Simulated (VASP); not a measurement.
The system is Sn2TeAs2.

```
Sn Te As
1.0
     3.06177   -3.25188    0.00000
     3.06177    3.25188    0.00000
     0.00000    0.00000    8.47181
Sn Te As
2 1 2
Direct
  0.00000 0.50000 0.20976
  0.50000 0.00000 0.79024
  0.50000 0.50000 0.00000
  0.00000 0.00000 0.50000
  0.00000 0.00000 0.00000
```

The cell was generated, and may not be a known phase.

```yaml
Program: VASP 6.6.1
Task: relaxation of cell and atoms
Functional: PBE
Potentials_or_basis: VASP PAW PBE potentials, release 64 (Sn_d, Te, As)
Cutoff: 600 eV
k_mesh: 4 × 4 × 2
Occupations: gaussian, width 0.2 eV
Spin: no spin polarisation
```

At the start: pressure 3.7 GPa; volume 33.74 Å³/atom.

Q: How do energy, volume and symmetry change on relaxing?

A: Over 30 steps the energy falls by 440.0 meV/atom and the volume is 30.65 Å³/atom (-9.1 %); space group C222 (No. 21, to 0.1 Å) before, P-4m2 (No. 115, to 0.1 Å).

Step by step:
| step | energy change (eV) | largest force (eV/Å) | pressure (GPa) | volume (Å³) |
| --- | --- | --- | --- | --- |
| 1 | 0.0000 | 2.5095 | 3.73 | 168.70 |
| 2 | -0.5317 | 1.1702 | -2.05 | 188.60 |
| 3 | -0.5328 | 1.1292 | -2.23 | 189.45 |
| 4 | -0.8846 | 1.2546 | -2.21 | 181.76 |
| 5 | -1.6524 | 0.8016 | -0.05 | 159.52 |
| 6 | -1.6497 | 0.2608 | 2.40 | 150.00 |
| 7 | -1.6828 | 0.5137 | 1.24 | 154.07 |
| 8 | -1.7853 | 0.3745 | 0.05 | 156.65 |
| 9 | -1.7925 | 0.2056 | 0.17 | 156.17 |
| 10 | -1.8701 | 0.1864 | -0.23 | 157.40 |
| 11 | -1.9301 | 0.0586 | -0.76 | 158.91 |
| 12 | -1.9837 | 0.1698 | -0.03 | 155.54 |
| 13 | -2.0273 | 0.7841 | 1.78 | 148.37 |
| 14 | -2.0286 | 0.5742 | 1.08 | 151.10 |
| 15 | -2.0324 | 0.6637 | 1.36 | 149.97 |
| 16 | -2.0534 | 0.7253 | 1.34 | 149.68 |
| 17 | -2.0623 | 0.7952 | 1.34 | 149.32 |
| 18 | -2.0845 | 0.7290 | 0.96 | 150.48 |
| 19 | -2.1271 | 0.5449 | -0.11 | 154.01 |
| 20 | -2.1179 | 0.2379 | -1.87 | 161.23 |
| 21 | -2.1377 | 0.4032 | -0.93 | 157.10 |
| 22 | -2.1535 | 0.3120 | -0.70 | 156.18 |
| 23 | -2.1727 | 0.0485 | -0.01 | 153.80 |
| 24 | -2.1728 | 0.0288 | 0.07 | 153.63 |
| 25 | -2.1789 | 0.0163 | 0.04 | 153.52 |
| 26 | -2.1924 | 0.0336 | 0.05 | 153.16 |
| 27 | -2.1844 | 0.2132 | 0.28 | 152.29 |
| 28 | -2.1959 | 0.0771 | 0.07 | 152.93 |
| 29 | -2.1962 | 0.0973 | 0.09 | 152.82 |
| 30 | -2.1999 | 0.0397 | -0.13 | 153.27 |

Final structure:
```
CELL_PARAMETERS angstrom
2.90641 -2.90794 0.00000
2.90641 2.90794 0.00000
0.00000 0.00000 9.06729
ATOMIC_POSITIONS crystal
Sn 0.00000 0.50000 0.30187
Sn 0.50000 0.00000 0.69813
Te 0.50000 0.50000 0.00000
As 0.00000 0.00000 0.50000
As 0.00000 0.00000 0.00000
```

Caveat: the k points lie up to 0.38 Å⁻¹ apart in the final cell, too coarse for converged energies and pressures of a metal; the relaxation stopped at a loose force limit of 0.08 eV/Å, so its end isn't a converged minimum.
